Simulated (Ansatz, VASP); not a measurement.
# Two plane-wave programs on Bi

POSCAR

```
Bi
1.0
    4.4028302907      0.0000000000      0.0000000000
   -2.2014151454      3.8129628803      0.0000000000
    0.0000000000      0.0000000000     11.4741300000
Bi
2
Direct
    0.3333333333      0.6666666667      0.2500000000
    0.6666666667      0.3333333333      0.7500000000
```

Contents of INCAR.step1:

```
PREC     = Accurate       # precision mode
ENCUT    = 520            # plane-wave cutoff, eV
ISMEAR   = 0              # smearing method
SIGMA    = 0.15           # smearing width, eV
LREAL    = False          # projectors in reciprocal space
LASPH    = True           # aspherical terms in the spheres
NELM     = 100            # most SCF steps
NBANDS   = 22             # bands
GGA      = PE             # functional
ALGO     = Normal         # electronic algorithm
EDIFF    = 1E-4           # SCF threshold, eV
LWAVE    = True           # write WAVECAR
LCHARG   = False          # write CHGCAR
```

The input INCAR.step2:

```
PREC     = Accurate       # precision mode
ENCUT    = 520            # plane-wave cutoff, eV
EDIFF    = 1E-6           # SCF threshold, eV
ISMEAR   = 0              # smearing method
SIGMA    = 0.15           # smearing width, eV
LREAL    = False          # projectors in reciprocal space
LASPH    = True           # aspherical terms in the spheres
NELM     = 100            # most SCF steps
ALGO     = Normal         # electronic algorithm
ISIF     = 2              # what is computed and relaxed
LWAVE    = False          # write WAVECAR
LCHARG   = False          # write CHGCAR
METAGGA  = R2SCAN         # meta-GGA
LMIXTAU  = True         
NBANDS   = 22             # bands
ISTART   = 1
```

The input KPOINTS:

```
Automatic mesh
0
Gamma
  12 12 4
```

Input for Ansatz:

```yaml
crystal:
  lattice:
    - [4.4028302907, 0.0, 0.0]
    - [-2.2014151454, 3.8129628803, 0.0]
    - [0.0, 0.0, 11.47413]
  atoms:
    - { symbol: Bi, position: [0.3333333333, 0.6666666667, 0.25] }
    - { symbol: Bi, position: [0.6666666667, 0.3333333333, 0.75] }
basis:
  ecutwfc: 500
kpoints:
  mp_grid: { grid: [12, 12, 4] }
hamiltonian:
  xc: r2scan
scf:
  occupations: { method: gaussian, width: 0.15 }
output:
  forces: true
  stress: true
  eigenvalues: true
```

Change from the starting cell: strain -0.030 along x and y, -0.030 along z, atoms carried along.

Alike in both runs: task single point; functional r2SCAN; k mesh 12 × 12 × 4; occupations gaussian, width 0.15 eV; no spin polarisation.

|  | VASP | Ansatz |
| --- | --- | --- |
| version | VASP 6.6.1 | Ansatz 0.2.0 |
| potentials or method | VASP PAW PBE potentials, release 64 (Bi_d), cutoff 520 eV | scalar-relativistic, plane waves, PAW |
| valence electrons in the cell | 30 | 30 |

|  | VASP | Ansatz | Ansatz less VASP |
| --- | --- | --- | --- |
| gap on the k mesh at the Fermi level (eV) | none | none | - |
| pressure (GPa) | -4.0 | -4.0 | +0.03 |
| traceless stress, the component that is largest in VASP (GPa) | 3.42 | 3.42 | +0.002 |

VASP's potentials were made for PBE, not for r2SCAN. A gap of «none» marks a metal or a gap that the smearing closes. With one functional, cell and mesh, what is left measures potentials, basis and numerics.

Spin-orbit coupling is off throughout.
